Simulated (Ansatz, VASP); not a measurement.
Two plane-wave programs on Co

The input INCAR:

```
ALGO = Normal
EDIFF = 1E-7
ENCUT = 520
GGA = VW
ISIF = 2
ISMEAR = -1
ISPIN = 2
LASPH = T
LCHARG = F
LMAXMIX = 4
LORBIT = 11
LREAL = F
LWAVE = F
MAGMOM = 2 2 2 2
NBANDS = 30
NELM = 150
PREC = Accurate
SIGMA = 0.05
```

Contents of KPOINTS:

```
k-points
0
Gamma
  12 12 4
```

File POSCAR:

```
Co
1.0
    2.5190164704      0.0000000000      0.0000000000
   -1.2595082352      2.1815322559      0.0000000000
    0.0000000000      0.0000000000      8.2468668932
Co
4
Direct
    0.6666666667      0.3333333333      0.7500000000
    0.0000000000      0.0000000000      0.5000000000
    0.3333333333      0.6666666667      0.2500000000
    0.0000000000      0.0000000000      0.0000000000
```

input.yaml

```yaml
crystal:
  lattice:
    - [2.5190164704, 0.0, 0.0]
    - [-1.2595082352, 2.1815322559, 0.0]
    - [0.0, 0.0, 8.2468668932]
  atoms:
    - { symbol: Co, position: [0.6666666667, 0.3333333333, 0.75], spin: 2.0 }
    - { symbol: Co, position: [0.0, 0.0, 0.5], spin: 2.0 }
    - { symbol: Co, position: [0.3333333333, 0.6666666667, 0.25], spin: 2.0 }
    - { symbol: Co, position: [0.0, 0.0, 0.0], spin: 2.0 }
hamiltonian:
  xc: { exchange: slater, correlation: vwn5 }
  pseudopotentials: { kind: paw }
magnetization:
  spin_polarized: true
kpoints:
  mp_grid: { grid: [12, 12, 4] }
scf:
  occupations: { method: fermi_dirac, width: 0.05 }
output:
  forces: true
  stress: true
  eigenvalues: true
```

Alike in both runs: task single point; functional SVWN5; k mesh 12 × 12 × 4; occupations fermi-dirac, width 0.05 eV; collinear spin.

|  | VASP | Ansatz |
| --- | --- | --- |
| version | VASP 6.6.1 | Ansatz 0.2.0 |
| potentials or method | VASP PAW PBE potentials, release 64 (Co) | Ansatz PAW |
| plane-wave cutoff (eV) | 520 | 420 |
| valence electrons in the cell | 36 | 68 |

Ansatz gave:

* gap on the k mesh at the Fermi level (eV): none
* pressure (GPa): -24.2
* traceless stress, the component that is largest in VASP (GPa): -2.27
* net moment per atom (μB): 1.66
* size of the moment on the site where the two differ most (μB): 1.70

Question: What did VASP give for the same quantities?

Answer: gap on the k mesh at the Fermi level (eV): none; pressure (GPa): -26.6; traceless stress, the component that is largest in VASP (GPa): -1.66; net moment per atom (μB): 1.53; size of the moment on the site where the two differ most (μB): 1.52.

The net moments are unlike, so the other rows may belong to different states. VASP's potentials were made for PBE, not for SVWN5. Site moments also hang on the region over which each program counts them. A gap of «none» marks a metal or a gap that the smearing closes. VASP's potentials hold 36 valence electrons a cell and Ansatz's 68, so a difference there can come from the potentials and not from the codes.
